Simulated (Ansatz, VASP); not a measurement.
Re in VASP and in Ansatz

Contents of INCAR:

```
ALGO = Normal
EDIFF = 1E-6
ENCUT = 600
GGA = CA
GGA_COMPAT = F
ISIF = 2
ISMEAR = 1
LASPH = T
LCHARG = T
LELF = T
LREAL = F
LVHAR = T
LWAVE = F
NBANDS = 14
NELM = 120
PREC = Accurate
SIGMA = 1.0
```

The input KPOINTS:

```
k-points
0
Gamma
  13 13 7
```

The input POSCAR:

```
Re
1.0
    2.7391880258      0.0000000000      0.0000000000
   -1.3695940129      2.3722064161      0.0000000000
    0.0000000000      0.0000000000      4.4118668232
Re
2
Direct
    0.3333333333      0.6666666667      0.2500000000
    0.6666666667      0.3333333333      0.7500000000
```

Input for Ansatz:

```yaml
crystal:
  lattice:
    - [2.7391880258, 0.0, 0.0]
    - [-1.3695940129, 2.3722064161, 0.0]
    - [0.0, 0.0, 4.4118668232]
  atoms:
    - { symbol: Re, position: [0.3333333333, 0.6666666667, 0.25] }
    - { symbol: Re, position: [0.6666666667, 0.3333333333, 0.75] }
hamiltonian:
  xc: lda
  pseudopotentials:
    kind: paw
    azcp:
      Re: "pseudopotentials/Re.paw.azcp"
basis:
  ecutwfc: 420
  fft_grid_basis: typed
kpoints:
  mp_grid: { grid: [13, 13, 7], shift: [0, 0, 0] }
magnetization:
  spin_polarized: false
scf:
  occupations: { method: cold, width: 1.0 }
  lower_state_search: "off"
output:
  stress: true
  write_density: true
  write_potential: true
  elf: true
  volumetric_format: npy
```

Alike in both runs: task single point; functional LDA; k mesh 13 × 13 × 7; no spin polarisation.

|  | VASP | Ansatz |
| --- | --- | --- |
| version | VASP 6.6.1 | Ansatz 0.2.0 |
| potentials or method | VASP PAW LDA potentials, release 64 (Re), cutoff 600 eV | plane waves (420 eV) with PAW, scalar-relativistic |
| occupations | methfessel-paxton of order 1, width 1 eV | cold, width 1 eV |
| valence electrons in the cell | 14 | 30 |

```tsv
	VASP	Ansatz	Ansatz less VASP
pressure (GPa)	1.4	-1.0	-2.45
traceless stress, the component that is largest in VASP (GPa)	-0.84	-0.33	+0.508
```

Ansatz warns that its potentials were made for another functional, while VASP's fit it. LDA's correlation is that of Perdew and Zunger in VASP and of Perdew and Wang (1992) in Ansatz. VASP's potentials hold 14 valence electrons a cell and Ansatz's 30, so a difference there can come from the potentials and not from the codes.

Spin-orbit coupling is off throughout.
